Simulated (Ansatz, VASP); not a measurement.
**Two plane-wave programs on BN**

```
B N
1.0
     2.50094    0.00000    0.00000
    -1.25047    2.16588    0.00000
     0.00000    0.00000    6.87214
B N
2 2
Direct
  0.33333 0.66667 0.25000
  0.66667 0.33333 0.75000
  0.33333 0.66667 0.75000
  0.66667 0.33333 0.25000
```

Alike in both runs: functional r2SCAN; k mesh 12 × 12 × 4; occupations gaussian, width 0.02 eV; no spin polarisation.

Ansatz relaxed the structure, and its values are those at the end. VASP's run is a single point on that final structure, the one shown.

|  | VASP | Ansatz |
| --- | --- | --- |
| version | VASP 6.6.1 | Ansatz 0.2.0 |
| potentials or method | VASP PAW PBE potentials, release 64 (B, N), cutoff 520 eV | scalar-relativistic, plane waves, PAW |
| valence electrons in the cell | 16 | 16 |

Ansatz gave:

```
gap on the k mesh at the Fermi level (eV) : 4.89
least direct gap on the mesh (eV)         : 5.31
pressure (GPa)                            : 0.0
```

Task: Estimate VASP's values.

Result: gap on the k mesh at the Fermi level (eV): 4.93; least direct gap on the mesh (eV): 5.37; pressure (GPa): 0.4.

VASP's potentials were made for PBE, not for r2SCAN.
